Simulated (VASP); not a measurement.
# W in VASP: a series of runs

Runs on W. Level: PBE. Tasks: single point.

Program: VASP 6.6.1. These are calculated values, not measurements. Logs are shortened: lines on timing, memory, paths and dates and some standing lists are left out, and cuts for length are marked.

## 1. The cell of the first run

Symmetry: Im-3m, No. 229, cubic system. Conventional cell: a = 3.165 Å, b = 3.165 Å, c = 3.165 Å, α = 90.00°, β = 90.00°, γ = 90.00°. W (site symmetry m-3m) has 14 W at 2.74 to 3.16 Å within 3.6 Å.

## 2. Single point, PBE

Input file INCAR:

```
  PREC = Accurate
  ENCUT = 520
  EDIFF = 1E-7
  ISMEAR = -1
  SIGMA = 0.1
  LREAL = F
  LASPH = T
  NELM = 100
  ALGO = Normal
  ISIF = 2
  LWAVE = F
  LCHARG = T
  GGA = PE
  LELF = T
  LVHAR = T
  NBANDS = 13
```

Input file KPOINTS:

```
regular mesh
0
Gamma
  15 15 15
```

Input file POSCAR:

```
W
1.0
   -1.5823450000      1.5823450000      1.5823450000
    1.5823450000     -1.5823450000      1.5823450000
    1.5823450000      1.5823450000     -1.5823450000
W
1
Direct
    0.0000000000      0.0000000000      0.0000000000
```

Potentials or basis: VASP PAW PBE potentials, release 64 (W_sv).

On the command line:

```
$ cat potpaw_PBE.64/W_sv/POTCAR > POTCAR
$ mpirun -np 1 vasp_std > vasp.out
```

OUTCAR:

```text
PREC = Accurate
   ENCUT = 520
   EDIFF = 1E-7
   ISMEAR = -1
   LREAL = F
   LASPH = T
   NELM = 100
   ISIF = 2
   GGA = PE

 ion  position               nearest neighbor table
   1  0.000  0.000  0.000-

  LATTYP: Found a body centered cubic cell.
 ALAT       =     3.1646900000

  Lattice vectors:

 A1 = (  -1.5823450000,   1.5823450000,   1.5823450000)
 A2 = (   1.5823450000,  -1.5823450000,   1.5823450000)
 A3 = (   1.5823450000,   1.5823450000,  -1.5823450000)

Analysis of symmetry for initial positions (statically):
=====================================================================
 Subroutine PRICEL returns:
 Original cell was already a primitive cell.

 Routine SETGRP: Setting up the symmetry group for a
 body centered cubic supercell.

 Subroutine GETGRP returns: Found 48 space group operations
 (whereof 48 operations were pure point group operations)
 out of a pool of 48 trial point group operations.

The static configuration has the point symmetry O_h .

Analysis of symmetry for dynamics (positions and initial velocities):
=====================================================================
 Subroutine PRICEL returns:
 Original cell was already a primitive cell.

 Routine SETGRP: Setting up the symmetry group for a
 body centered cubic supercell.

 Subroutine GETGRP returns: Found 48 space group operations
 (whereof 48 operations were pure point group operations)
 out of a pool of 48 trial point group operations.

The dynamic configuration has the point symmetry O_h .

 Subroutine INISYM returns: Found 48 space group operations
 (whereof 48 operations are pure point group operations),
 and found     1 'primitive' translations

----------------------------------------------------------------------------------------

                                     Primitive cell

  volume of cell :      15.8476

  direct lattice vectors                    reciprocal lattice vectors
    -1.582345000  1.582345000  1.582345000     0.000000000  0.315986716  0.315986716
     1.582345000 -1.582345000  1.582345000     0.315986716  0.000000000  0.315986716
     1.582345000  1.582345000 -1.582345000     0.315986716  0.315986716  0.000000000

  length of vectors
     2.740701935  2.740701935  2.740701935     0.446872699  0.446872699  0.446872699

  position of ions in fractional coordinates (direct lattice)
     0.000000000  0.000000000  0.000000000

  ion indices of the primitive-cell ions
   primitive index   ion index
                 1           1

----------------------------------------------------------------------------------------

 KPOINTS: regular mesh

Automatic generation of k-mesh.
 Grid dimensions read from file:
 generate k-points for:   15   15   15

 Generating k-lattice:

  Cartesian coordinates                     Fractional coordinates (reciprocal lattice)
     0.000000000  0.021065781  0.021065781     0.066666667  0.000000000  0.000000000
     0.021065781  0.000000000  0.021065781     0.000000000  0.066666667  0.000000000
     0.021065781  0.021065781  0.000000000     0.000000000  0.000000000  0.066666667

  Length of vectors
     0.029791513  0.029791513  0.029791513

  Shift w.r.t. Gamma in fractional coordinates (k-lattice)
     0.000000000  0.000000000  0.000000000

 Subroutine IBZKPT returns following result:
 ===========================================

 Found    120 irreducible k-points:

 Following reciprocal coordinates:
            Coordinates               Weight
  0.000000  0.000000  0.000000      1.000000
  0.066667  0.000000  0.000000     12.000000
  0.133333  0.000000  0.000000     12.000000
  0.200000  0.000000  0.000000     12.000000
  0.266667  0.000000  0.000000     12.000000
  0.333333  0.000000  0.000000     12.000000
[... 16 lines left out ...]
  0.333333  0.200000  0.000000     48.000000
  0.400000  0.200000  0.000000     24.000000
 [... further k-points ...]
   k-points           NKPTS =    120   k-points in BZ     NKDIM =    120   number of bands    NBANDS=     13
   number of dos      NEDOS =    301   number of ions     NIONS =      1
   total plane-waves  NPLWV =   8000
   dimension x,y,z NGX =    20 NGY =   20 NGZ =   20
   dimension x,y,z NGXF=    40 NGYF=   40 NGZF=   40
   ions per type =               1
   NGX,Y,Z   is equivalent  to a cutoff of  12.13, 12.13, 12.13 a.u.
   NGXF,Y,Z  is equivalent  to a cutoff of  24.26, 24.26, 24.26 a.u.
 SYSTEM =  unknown system
   PREC   = accura    normal or accurate (medium, high low for compatibility)
   ISTART =      0    job   : 0-new  1-cont  2-samecut
   ICHARG =      2    charge: 1-file 2-atom 10-const
   ISPIN  =      1    spin polarized calculation?
   LNONCOLLINEAR =      F non collinear calculations
   LSORBIT =      F    spin-orbit coupling
   LASPH  =      T    aspherical Exc in radial PAW
   ENCUT  =  520.0 eV  38.22 Ry    6.18 a.u.   5.10  5.10  5.10*2*pi/ulx,y,z
   NELM   =    100;   NELMIN=  2; NELMDL= -5     # of ELM steps
   EDIFF  = 0.1E-06   stopping-criterion for ELM
   LREAL  =      F    real-space projection
   EDIFFG = 0.1E-05   stopping-criterion for IOM
   NSW    =      0    number of steps for IOM
   IBRION =     -1    ionic relax: 0-MD 1-quasi-New 2-CG
   NFREE  =      0    steps in history (QN), initial steepest desc. (CG)
   ISIF   =      2    stress and relaxation
   ISYM   =      2    0-nonsym 1-usesym 2-fastsym
   POTIM  = 0.5000    time-step for ionic-motion
   TEBEG  =    0.0;   TEEND  =   0.0 temperature during run
   PSTRESS=    0.0 pullay stress
   NELECT =      14.0000    total number of electrons
   NUPDOWN=      -1.0000    fix difference up-down
   EMIN   =  10.00;   EMAX   =-10.00  energy-range for DOS
   EFERMI =   0.00;   METHOD = LEGACY
   ISMEAR =    -1;   SIGMA  =   0.10  broadening in eV -4-tet -1-fermi 0-gaus
   EFERMI_NEDOS =   21; number of points for ismear=-14 and -15
   IALGO  =     38    algorithm
   IMIX   =      4    mixing-type and parameters
     AMIX     =   0.40;   BMIX     =  1.00
     AMIX_MAG =   1.60;   BMIX_MAG =  1.00
  volume/ion in A,a.u.               =      15.85       106.94
  Fermi-wavevector in a.u.,A,eV,Ry     =   1.570832  2.968442 33.572544  2.467512
  Thomas-Fermi vector in A             =   2.672506
   LORBIT       =      0    0 simple, 1 ext, 2 COOP (PROOUT), +10 PAW based schemes
   GGA     = PE    functional components
   LHFCALC =     F    Hartree Fock is set to
   AEXX    =    0.0000 exact exchange contribution
   IVDW    =     0    specifies the selected vdW correction
   LEPSILON=     F    determine dielectric tensor
   LRPA    =     F    only Hartree local field effects (RPA)
 non-spin polarized calculation
  energy-cutoff  :      520.00
  volume of cell :       15.85
 maximum number of plane-waves:       438
   NGX = 11   NGY = 11   NGZ = 11

 number of electron      14.0000004 magnetization

 Free energy of the ion-electron system (eV)
  ---------------------------------------------------
  ext. energy  EPLUGINS =         0.00000000
  ---------------------------------------------------
  free energy    TOTEN  =       -12.95357510 eV

  energy without entropy =      -12.93871899  energy(sigma->0) =      -12.94614704

 E-fermi :  11.4172     XC(G=0): -13.6428

 val. band max:       11.3837694767   @ k =  -0.3333   0.4000   0.2667
 cond. band min:      11.5357976822   @ k =  -0.2667   0.2667   0.1333
 fundamental gap:      0.1520282055
 Fermi energy:        11.4172066907

 k-point     1 :       0.0000    0.0000    0.0000
  band No.  band energies     occupation
      1     -62.7391      2.00000
      2     -26.3003      2.00000
      3     -26.3003      2.00000
      4     -26.3003      2.00000
      5       1.8087      2.00000
      6      10.2165      1.99999
      7      10.2165      1.99999
      8      10.2165      1.99999
      9      13.7085      0.00000
     10      13.7085      0.00000
     11      25.9652      0.00000
     12      25.9652      0.00000
     13      25.9652      0.00000

 k-point     2 :       0.0667    0.0000    0.0000
  band No.  band energies     occupation
      1     -62.7334      2.00000
      2     -26.3606      2.00000
      3     -26.3191      2.00000
      4     -26.3006      2.00000
      5       2.0239      2.00000
      6      10.0856      2.00000
      7      10.1857      1.99999
      8      10.4244      1.99990
      9      13.5018      0.00000
     10      13.7098      0.00000
     11      26.1483      0.00000
     12      26.3312      0.00000
     13      26.4912      0.00000

 k-point     3 :       0.1333    0.0000    0.0000
  band No.  band energies     occupation
      1     -62.7171      2.00000
      2     -26.5285      2.00000
      3     -26.3719      2.00000
      4     -26.3014      2.00000
      5       2.6340      2.00000
      6       9.7361      2.00000
      7      10.0416      2.00000
      8      11.0379      1.95595
      9      13.1255      0.00000
     10      13.7284      0.00000
     11      26.5601      0.00000
     12      27.3823      0.00000
     13      27.7278      0.00000
[... 305 lines left out ...]
 k-point    23 :       0.3333    0.2000    0.0000
  band No.  band energies     occupation
      1     -62.5990      2.00000
      2     -27.4145      2.00000
      3     -26.8683      2.00000
      4     -26.4299      2.00000
      5       6.3829      2.00000
      6       8.1636      2.00000
      7       9.7889      2.00000
      8      13.4205      0.00000
      9      14.7182      0.00000
     10      19.0772      0.00000
     11      21.5770      0.00000
     12      25.1399      0.00000
     13      27.6942      0.00000

 k-point    24 :       0.4000    0.2000    0.0000
  band No.  band energies     occupation
      1     -62.5943      2.00000
      2     -27.4351      2.00000
      3     -26.9036      2.00000
      4     -26.4325      2.00000
      5       6.3680      2.00000
      6       8.1437      2.00000
      7      10.0674      2.00000
      8      13.4653      0.00000
      9      14.9118      0.00000
     10      19.8194      0.00000
     11      20.7953      0.00000
     12      24.6200      0.00000
     13      27.5714      0.00000

 [... further k-points ...]
[... 5 lines left out ...]
  --------------------------------------------------------------------------------------
  -------------------------------------------------------------------------------------
  Total        0.6275009      0.6275009      0.6275009      0.0000000      0.0000000      0.0000000
  in kB       63.4397423     63.4397423     63.4397423      0.0000000      0.0000000      0.0000000
  external PRESSURE =      63.4397423 kB  Pullay stress =       0.0000000 kB

 VOLUME and BASIS-vectors are now :
 -----------------------------------------------------------------------------
  energy-cutoff  :      520.00
  volume of cell :       15.85
      direct lattice vectors                 reciprocal lattice vectors
    -1.582345000  1.582345000  1.582345000     0.000000000  0.315986716  0.315986716
     1.582345000 -1.582345000  1.582345000     0.315986716  0.000000000  0.315986716
     1.582345000  1.582345000 -1.582345000     0.315986716  0.315986716  0.000000000

 POSITION                                       TOTAL-FORCE (eV/Angst)
 -----------------------------------------------------------------------------------
      0.00000      0.00000      0.00000         0.000000      0.000000     -0.000000
 -----------------------------------------------------------------------------------
    total drift:                                0.000000     -0.000000      0.000000

  FREE ENERGIE OF THE ION-ELECTRON SYSTEM (eV)
  ---------------------------------------------------
  free  energy   TOTEN  =       -12.9535750971 eV

  energy  without entropy=      -12.9387189886  energy(sigma->0) =      -12.94614704
```

It took 8.9 s on 1 thread of Intel Xeon 6975P-C (Granite Rapids), shared host; peak memory 0.13 GiB.

Results:

```yaml
Free_energy: -12.9536 eV
Pressure: 6.3 GPa
Band_gap_on_the_k_mesh: zero (band 7 reaches 16.10 eV, above the bottom of band 8 at 10.22 eV)
```

Caveat: spin-orbit coupling is left out, which moves the levels of the heavy elements.

## 3. Single point, PBE

This run uses another cell than the first one, of 16.08 Å³/atom, 1.015 times its volume.

Input file INCAR:

```
SYSTEM = W
ALGO = Normal ; EDIFF = 1E-6
ENCUT = 520 ; GGA = PE
ISIF = 2 ; ISMEAR = -1
LASPH = .True. ; LCHARG = .False.
LREAL = .False. ; LWAVE = .False.
NBANDS = 13 ; NELM = 100
PREC = Accurate ; SIGMA = 0.1
```

Input file KPOINTS:

```
k-points
0
Gamma
  15 15 15
  0 0 0
```

Input file POSCAR:

```
W
1.0
   -1.5882178314      1.5794003953      1.5794003953
    1.5941399600     -1.5911843958      1.5971065243
    1.5941399600      1.5971065243     -1.5911843958
W
1
Direct
    0.0000000000      0.0000000000      0.0000000000
```

Potentials or basis: VASP PAW PBE potentials, release 64 (W_sv).

On the command line:

```
$ cat potpaw_PBE.64/W_sv/POTCAR > POTCAR
$ mpirun -np 1 vasp_std > vasp.out
```

OUTCAR:

```text
SYSTEM = W
   EDIFF = 1E-6
   ENCUT = 520
   GGA = PE
   ISIF = 2
   ISMEAR = -1
   LASPH = .True.
   LREAL = .False.
   NELM = 100
   PREC = Accurate

 ion  position               nearest neighbor table
   1  0.000  0.000  0.000-

  LATTYP: Found a base centered monoclinic cell.
 ALAT       =     3.1882909201
 B/A-ratio  =     1.4142135624
 C/A-ratio  =     0.8639096652
 COS(beta)  =    -0.5830484448

  Lattice vectors:
[... 554 lines left out ...]
      2     -26.7766      2.00000
      3     -26.6241      2.00000
      4     -26.5490      2.00000
      5       2.4841      2.00000
      6       9.5311      2.00000
      7       9.8382      2.00000
      8      10.8658      1.93223
      9      12.8982      0.00000
     10      13.5013      0.00000
     11      26.2991      0.00000
     12      27.1158      0.00000
     13      27.3676      0.00000

 [... further k-points ...]
[... 5 lines left out ...]
  --------------------------------------------------------------------------------------
  -------------------------------------------------------------------------------------
  Total        0.0810328      0.1952708      0.1952708     -0.0592799      0.1148583     -0.0592793
  in kB        8.0715052     19.4505007     19.4505007     -5.9047439     11.4407910     -5.9046828
  external PRESSURE =      15.6575022 kB  Pullay stress =       0.0000000 kB

 VOLUME and BASIS-vectors are now :
 -----------------------------------------------------------------------------
  energy-cutoff  :      520.00
  volume of cell :       16.08
      direct lattice vectors                 reciprocal lattice vectors
    -1.588217831  1.579400395  1.579400395    -0.001173866  0.315985626  0.315985626
     1.594139960 -1.591184396  1.597106524     0.313063994  0.000582047  0.314229712
     1.594139960  1.597106524 -1.591184396     0.313063994  0.314229712  0.000582047

 POSITION                                       TOTAL-FORCE (eV/Angst)
 -----------------------------------------------------------------------------------
      0.00000      0.00000      0.00000         0.000000      0.000000     -0.000000
 -----------------------------------------------------------------------------------
    total drift:                               -0.000000      0.000000     -0.000000

  FREE ENERGIE OF THE ION-ELECTRON SYSTEM (eV)
  ---------------------------------------------------
  free  energy   TOTEN  =       -12.9587265530 eV

  energy  without entropy=      -12.9438179810  energy(sigma->0) =      -12.95127227
```

OSZICAR:

```text
N       E                     dE             d eps       ncg     rms          rms(c)
DAV:   1     0.853096621969E+02    0.85310E+02   -0.74779E+03 23621   0.123E+03
DAV:   2    -0.119252066814E+02   -0.97235E+02   -0.93401E+02 26489   0.317E+02
DAV:   3    -0.135819572850E+02   -0.16568E+01   -0.16511E+01 25804   0.400E+01
DAV:   4    -0.135886844962E+02   -0.67272E-02   -0.67271E-02 26044   0.282E+00
DAV:   5    -0.135887402472E+02   -0.55751E-04   -0.55749E-04 26169   0.243E-01    0.204E+01
DAV:   6    -0.130913682397E+02    0.49737E+00   -0.41996E-01 24459   0.866E+00    0.806E+00
DAV:   7    -0.129628392659E+02    0.12853E+00   -0.21714E-01 26134   0.592E+00    0.666E-01
DAV:   8    -0.129587292077E+02    0.41101E-02   -0.42147E-03 23949   0.838E-01    0.719E-02
DAV:   9    -0.129587330199E+02   -0.38123E-05   -0.78271E-05 27119   0.109E-01    0.493E-02
DAV:  10    -0.129587259506E+02    0.70694E-05   -0.13474E-05 25364   0.512E-02    0.668E-03
DAV:  11    -0.129587265530E+02   -0.60238E-06   -0.24096E-07 16662   0.586E-03
   1 F= -.12958727E+02 E0= -.12951272E+02  d E =-.149086E-01
```

stdout:

```text
POSCAR found type information on POSCAR W
 POSCAR found :  1 types and       1 ions
 scaLAPACK will be used
 LDA part: xc-table for (Slater+PW92), standard interpolation
 POSCAR, INCAR and KPOINTS ok, starting setup
 FFT: planning ... GRIDC
 FFT: planning ... GRID_SOFT
 FFT: planning ... GRID
 WAVECAR not read
 entering main loop
```

It took 75 s on 1 thread of Intel Xeon 6975P-C (Granite Rapids), shared host; peak memory 0.28 GiB.

What came out:

* Free energy: -12.9587 eV
* Pressure: 1.6 GPa
* Band gap on the k mesh: zero (band 7 reaches 15.75 eV, above the bottom of band 8 at 10.08 eV)

Stress tensor (GPa, compression positive):
```
 0.81 -0.59 -0.59
-0.59  1.95  1.14
-0.59  1.14  1.95
```

Caveat: spin-orbit coupling is left out, which moves the levels of the heavy elements.
